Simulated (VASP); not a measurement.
# Nb (Fm-3m) in VASP: notebook, part 2 of 2

VASP 6.6.1. The steps go on from the part before.

## 3. Single point, PBE (volume scaled by 0.96)

INCAR reads:

```
PREC = Accurate ; ENCUT = 520
EDIFF = 1E-6 ; ISMEAR = -1
SIGMA = 0.05 ; LREAL = False
LASPH = True ; NELM = 60
ALGO = Normal ; ISIF = 2
LWAVE = False ; LCHARG = False
GGA = PE ; NBANDS = 12
```

KPOINTS reads:

```
regular mesh
0
Gamma
  11 11 11
```

POSCAR reads:

```
Nb
1.0
    0.0000000000      2.0864154149      2.0864154149
    2.0864154149      0.0000000000      2.0864154149
    2.0864154149      2.0864154149      0.0000000000
Nb
1
Direct
    0.0000000000      0.0000000000      0.0000000000
```

Potentials or basis: VASP PAW PBE potentials, release 64 (Nb_sv).

Command:

```
cat potpaw_PBE.64/Nb_sv/POTCAR > POTCAR
mpirun -np 1 vasp_std > vasp.out
```

OUTCAR:

```text
PREC = Accurate
   ENCUT = 520
   EDIFF = 1E-6
   ISMEAR = -1
   LREAL = False
   LASPH = True
   NELM = 60
   ISIF = 2
   GGA = PE

 ion  position               nearest neighbor table
   1  0.000  0.000  0.000-

  LATTYP: Found a face centered cubic cell.
 ALAT       =     4.1728308298

  Lattice vectors:

 A1 = (   0.0000000000,   2.0864154149,   2.0864154149)
 A2 = (   2.0864154149,   0.0000000000,   2.0864154149)
 A3 = (   2.0864154149,   2.0864154149,   0.0000000000)

Analysis of symmetry for initial positions (statically):
=====================================================================
 Subroutine PRICEL returns:
 Original cell was already a primitive cell.

 Routine SETGRP: Setting up the symmetry group for a
 face centered cubic supercell.

 Subroutine GETGRP returns: Found 48 space group operations
 (whereof 48 operations were pure point group operations)
 out of a pool of 48 trial point group operations.

The static configuration has the point symmetry O_h .

Analysis of symmetry for dynamics (positions and initial velocities):
=====================================================================
 Subroutine PRICEL returns:
 Original cell was already a primitive cell.

 Routine SETGRP: Setting up the symmetry group for a
 face centered cubic supercell.

 Subroutine GETGRP returns: Found 48 space group operations
 (whereof 48 operations were pure point group operations)
 out of a pool of 48 trial point group operations.

The dynamic configuration has the point symmetry O_h .

 Subroutine INISYM returns: Found 48 space group operations
 (whereof 48 operations are pure point group operations),
 and found     1 'primitive' translations

----------------------------------------------------------------------------------------

                                     Primitive cell

  volume of cell :      18.1649

  direct lattice vectors                    reciprocal lattice vectors
     0.000000000  2.086415415  2.086415415    -0.239645469  0.239645469  0.239645469
     2.086415415  0.000000000  2.086415415     0.239645469 -0.239645469  0.239645469
     2.086415415  2.086415415  0.000000000     0.239645469  0.239645469 -0.239645469

  length of vectors
     2.950636976  2.950636976  2.950636976     0.415078128  0.415078128  0.415078128

  position of ions in fractional coordinates (direct lattice)
     0.000000000  0.000000000  0.000000000

  ion indices of the primitive-cell ions
   primitive index   ion index
                 1           1

----------------------------------------------------------------------------------------

 KPOINTS: regular mesh

Automatic generation of k-mesh.
 Grid dimensions read from file:
 generate k-points for:   11   11   11

 Generating k-lattice:

  Cartesian coordinates                     Fractional coordinates (reciprocal lattice)
    -0.021785952  0.021785952  0.021785952     0.090909091  0.000000000  0.000000000
     0.021785952 -0.021785952  0.021785952     0.000000000  0.090909091  0.000000000
     0.021785952  0.021785952 -0.021785952     0.000000000  0.000000000  0.090909091

  Length of vectors
     0.037734375  0.037734375  0.037734375

  Shift w.r.t. Gamma in fractional coordinates (k-lattice)
     0.000000000  0.000000000  0.000000000

 Subroutine IBZKPT returns following result:
 ===========================================

 Found     56 irreducible k-points:

 Following reciprocal coordinates:
            Coordinates               Weight
  0.000000  0.000000  0.000000      1.000000
  0.090909  0.000000  0.000000      8.000000
  0.181818  0.000000  0.000000      8.000000
  0.272727  0.000000  0.000000      8.000000
  0.363636  0.000000  0.000000      8.000000
  0.454545  0.000000  0.000000      8.000000
[... 16 lines left out ...]
 -0.272727  0.181818  0.000000     24.000000
 -0.181818  0.181818  0.000000     12.000000
 [... further k-points ...]
   k-points           NKPTS =     56   k-points in BZ     NKDIM =     56   number of bands    NBANDS=     12
   number of dos      NEDOS =    301   number of ions     NIONS =      1
   total plane-waves  NPLWV =  13824
   dimension x,y,z NGX =    24 NGY =   24 NGZ =   24
   dimension x,y,z NGXF=    48 NGYF=   48 NGZF=   48
   ions per type =               1
   NGX,Y,Z   is equivalent  to a cutoff of  13.52, 13.52, 13.52 a.u.
   NGXF,Y,Z  is equivalent  to a cutoff of  27.04, 27.04, 27.04 a.u.
 SYSTEM =  unknown system
   PREC   = accura    normal or accurate (medium, high low for compatibility)
   ISTART =      0    job   : 0-new  1-cont  2-samecut
   ICHARG =      2    charge: 1-file 2-atom 10-const
   ISPIN  =      1    spin polarized calculation?
   LNONCOLLINEAR =      F non collinear calculations
   LSORBIT =      F    spin-orbit coupling
   LASPH  =      T    aspherical Exc in radial PAW
   ENCUT  =  520.0 eV  38.22 Ry    6.18 a.u.   5.49  5.49  5.49*2*pi/ulx,y,z
   NELM   =     60;   NELMIN=  2; NELMDL= -5     # of ELM steps
   EDIFF  = 0.1E-05   stopping-criterion for ELM
   LREAL  =      F    real-space projection
   EDIFFG = 0.1E-04   stopping-criterion for IOM
   NSW    =      0    number of steps for IOM
   IBRION =     -1    ionic relax: 0-MD 1-quasi-New 2-CG
   NFREE  =      0    steps in history (QN), initial steepest desc. (CG)
   ISIF   =      2    stress and relaxation
   ISYM   =      2    0-nonsym 1-usesym 2-fastsym
   POTIM  = 0.5000    time-step for ionic-motion
   TEBEG  =    0.0;   TEEND  =   0.0 temperature during run
   PSTRESS=    0.0 pullay stress
   NELECT =      13.0000    total number of electrons
   NUPDOWN=      -1.0000    fix difference up-down
   EMIN   =  10.00;   EMAX   =-10.00  energy-range for DOS
   EFERMI =   0.00;   METHOD = LEGACY
   ISMEAR =    -1;   SIGMA  =   0.05  broadening in eV -4-tet -1-fermi 0-gaus
   EFERMI_NEDOS =   21; number of points for ismear=-14 and -15
   IALGO  =     38    algorithm
   IMIX   =      4    mixing-type and parameters
     AMIX     =   0.40;   BMIX     =  1.00
     AMIX_MAG =   1.60;   BMIX_MAG =  1.00
  volume/ion in A,a.u.               =      18.16       122.58
  Fermi-wavevector in a.u.,A,eV,Ry     =   1.464351  2.767222 29.175294  2.144324
  Thomas-Fermi vector in A             =   2.580337
   LORBIT       =      0    0 simple, 1 ext, 2 COOP (PROOUT), +10 PAW based schemes
   GGA     = PE    functional components
[... 5 lines left out ...]
 non-spin polarized calculation
  energy-cutoff  :      520.00
  volume of cell :       18.16
 maximum number of plane-waves:       531
 NGX is ok and might be reduce to    24
   NGX = 11   NGY = 11   NGZ = 11

 number of electron      13.0000000 magnetization

 Free energy of the ion-electron system (eV)
  ---------------------------------------------------
  ext. energy  EPLUGINS =         0.00000000
  ---------------------------------------------------
  free energy    TOTEN  =        -9.89317014 eV

  energy without entropy =       -9.88194747  energy(sigma->0) =       -9.88755881

 E-fermi :  11.4447     XC(G=0): -12.4576

 val. band max:       11.4321738927   @ k =  -0.1818   0.1818   0.0000
 cond. band min:      11.5134519355   @ k =   0.0000   0.0000   0.0000
 fundamental gap:      0.0812780429
 Fermi energy:        11.4446561575

 k-point     1 :       0.0000    0.0000    0.0000
  band No.  band energies     occupation
      1     -43.3205      2.00000
      2     -18.6454      2.00000
      3     -18.6454      2.00000
      4     -18.6454      2.00000
      5       5.1233      2.00000
      6      11.5135      0.40333
      7      11.5135      0.40333
      8      11.5135      0.40333
      9      14.2287      0.00000
     10      14.2287      0.00000
     11      23.2808      0.00000
     12      28.2037      0.00000

 k-point     2 :       0.0909    0.0000    0.0000
  band No.  band energies     occupation
      1     -43.3033      2.00000
      2     -18.7573      2.00000
      3     -18.6591      2.00000
      4     -18.6591      2.00000
      5       5.4391      2.00000
      6      11.2738      1.93643
      7      11.6551      0.02928
      8      11.6551      0.02928
      9      14.1043      0.00000
     10      14.1043      0.00000
     11      23.9093      0.00000
     12      27.0439      0.00000
[... 316 lines left out ...]
 k-point    24 :      -0.1818    0.1818    0.0000
  band No.  band energies     occupation
      1     -43.1748      2.00000
      2     -19.3848      2.00000
      3     -18.9533      2.00000
      4     -18.7298      2.00000
      5       7.7932      2.00000
      6      10.1587      2.00000
      7      11.4322      1.12418
      8      12.8282      0.00000
      9      12.8701      0.00000
     10      15.9597      0.00000
     11      24.9990      0.00000
     12      27.6412      0.00000

 [... further k-points ...]

------------------------ aborting loop because EDIFF is reached ----------------------------------------

  FORCE on cell =-STRESS in cart. coord.  units (eV):
  Direction    XX          YY          ZZ          XY          YZ          ZX
  --------------------------------------------------------------------------------------
  -------------------------------------------------------------------------------------
  Total        0.5436783      0.5436783      0.5436783      0.0000000      0.0000000     -0.0000000
  in kB       47.9534911     47.9534911     47.9534911      0.0000000      0.0000000     -0.0000000
  external PRESSURE =      47.9534911 kB  Pullay stress =       0.0000000 kB

 VOLUME and BASIS-vectors are now :
 -----------------------------------------------------------------------------
  energy-cutoff  :      520.00
  volume of cell :       18.16
      direct lattice vectors                 reciprocal lattice vectors
     0.000000000  2.086415415  2.086415415    -0.239645469  0.239645469  0.239645469
     2.086415415  0.000000000  2.086415415     0.239645469 -0.239645469  0.239645469
     2.086415415  2.086415415  0.000000000     0.239645469  0.239645469 -0.239645469

 POSITION                                       TOTAL-FORCE (eV/Angst)
 -----------------------------------------------------------------------------------
      0.00000      0.00000      0.00000         0.000000      0.000000      0.000000
 -----------------------------------------------------------------------------------
    total drift:                               -0.000000      0.000000     -0.000000

  FREE ENERGIE OF THE ION-ELECTRON SYSTEM (eV)
  ---------------------------------------------------
  free  energy   TOTEN  =        -9.8931701408 eV

  energy  without entropy=       -9.8819474697  energy(sigma->0) =       -9.88755881
```

Wall time 6.7 s (1 thread of Intel Xeon 6975P-C, shared host); peak memory 0.14 GiB.

Results:

```yaml
Free_energy: -9.8932 eV
Pressure: 4.8 GPa
```

Levels at points of the mesh, in eV from the Fermi level:
| k point | band 3 | band 4 | band 5 | band 6 | band 7 | band 8 | band 9 | band 10 |
| --- | --- | --- | --- | --- | --- | --- | --- | --- |
| (0.00, 0.00, 0.00) | -30.09 | -30.09 | -6.32 | 0.07 | 0.07 | 0.07 | 2.78 | 2.78 |

## 4. Single point, PBE (volume scaled by 0.98)

INCAR reads:

```
ALGO = Fast
EDIFF = 1E-6
ENCUT = 520
GGA = PE
ISIF = 2
ISMEAR = -1
LASPH = True
LCHARG = False
LREAL = False
LWAVE = False
NBANDS = 12
NELM = 60
PREC = Accurate
SIGMA = 0.05
```

KPOINTS reads:

```
k-points
0
Gamma
  11 11 11
```

POSCAR reads:

```
Nb
1.0
    0.0000000000      2.1008049414      2.1008049414
    2.1008049414      0.0000000000      2.1008049414
    2.1008049414      2.1008049414      0.0000000000
Nb
1
Direct
    0.0000000000      0.0000000000      0.0000000000
```

Command:

```
cat potpaw_PBE.64/Nb_sv/POTCAR > POTCAR
mpirun -np 1 vasp_std > vasp.out
```

Wall time 13 s (1 thread of Intel Xeon 6975P-C, shared host); peak memory 0.14 GiB.

Results (log left out):

| Quantity | Value |
| --- | --- |
| Free energy | -9.9004 eV |
| Pressure | 1.1 GPa |

Levels at points of the mesh, in eV from the Fermi level:
| k point | band 3 | band 4 | band 5 | band 6 | band 7 | band 8 | band 9 | band 10 |
| --- | --- | --- | --- | --- | --- | --- | --- | --- |
| (0.00, 0.00, 0.00) | -30.16 | -30.16 | -6.28 | 0.08 | 0.08 | 0.08 | 2.72 | 2.72 |

## 5. Single point, PBE

INCAR reads:

```
PREC = Accurate
ENCUT = 520
EDIFF = 1E-7
ISMEAR = -1
SIGMA = 0.05
LREAL = False
LASPH = True
NELM = 60
ALGO = Normal
ISIF = 2
LWAVE = False
LCHARG = False
GGA = PE
NBANDS = 12
```

KPOINTS reads:

```
Automatic mesh
0
Gamma
  11 11 11
```

POSCAR reads:

```
Nb
1.0
    0.0000000000      2.1150000000      2.1150000000
    2.1150000000      0.0000000000      2.1150000000
    2.1150000000      2.1150000000      0.0000000000
Nb
1
Direct
    0.0000000000      0.0000000000      0.0000000000
```

Command:

```
cat potpaw_PBE.64/Nb_sv/POTCAR > POTCAR
mpirun -np 1 vasp_std > vasp.out
```

Wall time 6.4 s (1 thread of Intel Xeon 6975P-C, shared host); peak memory 0.14 GiB.

The run converged. Its results:

- Free energy: -9.8993 eV
- Pressure: -2.1 GPa

Levels at points of the mesh, in eV from the Fermi level:
```tsv
k point	band 3	band 4	band 5	band 6	band 7	band 8	band 9	band 10
(0.00, 0.00, 0.00)	-30.22	-30.22	-6.23	0.09	0.09	0.09	2.65	2.65
```

## 6. Single point, PBE (volume scaled by 1.02)

INCAR reads:

```
PREC = Accurate
ENCUT = 520
EDIFF = 1E-7
ISMEAR = -1
SIGMA = 0.05
LREAL = F
LASPH = T
NELM = 60
ALGO = Normal
ISIF = 2
LWAVE = F
LCHARG = F
GGA = PE
NBANDS = 12
```

KPOINTS reads:

```
regular mesh
0
Gamma
  11 11 11
```

POSCAR reads:

```
Nb
1.0
    0.0000000000      2.1290070307      2.1290070307
    2.1290070307      0.0000000000      2.1290070307
    2.1290070307      2.1290070307      0.0000000000
Nb
1
Direct
    0.0000000000      0.0000000000      0.0000000000
```

Potentials or basis: VASP PAW PBE potentials, release 64 (Nb_sv).

Command:

```
cat potpaw_PBE.64/Nb_sv/POTCAR > POTCAR
mpirun -np 1 vasp_std > vasp.out
```

Run time: 7.3 s. Hardware: 1 thread of Intel Xeon 6975P-C, shared host; peak memory 0.14 GiB.

The run converged. Its results:

```yaml
Free_energy: -9.8909 eV
Pressure: -5.1 GPa
```

Levels at points of the mesh, in eV from the Fermi level:
| k point | band 2 | band 3 | band 4 | band 5 | band 6 | band 7 | band 8 | band 9 | band 10 | band 11 |
| --- | --- | --- | --- | --- | --- | --- | --- | --- | --- | --- |
| (0.00, 0.00, 0.00) | -30.28 | -30.28 | -30.28 | -6.18 | 0.10 | 0.10 | 0.10 | 2.59 | 2.59 | 11.76 |

## 7. Overview

| cell | smearing | gap on the mesh (eV) | pressure (GPa) |
| --- | --- | --- | --- |
| a = 2.991 Å, angles 60.0°, 1 atom | gaussian 0.017 eV | none | -2.3 |
| a = 2.951 Å, angles 60.0°, 1 atom | fermi-dirac 0.05 eV | none | 4.8 |
| a = 2.971 Å, angles 60.0°, 1 atom | fermi-dirac 0.05 eV | none | 1.1 |
| a = 2.991 Å, angles 60.0°, 1 atom | fermi-dirac 0.05 eV | none | -2.1 |
| a = 3.011 Å, angles 60.0°, 1 atom | fermi-dirac 0.05 eV | none | -5.1 |

Alike in all rows: task single point; level PBE; potentials or basis VASP PAW PBE potentials, release 64 (Nb_sv); no spin polarisation; k mesh 11 × 11 × 11; cutoff (eV) 520.

Total energies depend on the potentials used, so only differences within one code and one set of settings carry meaning.
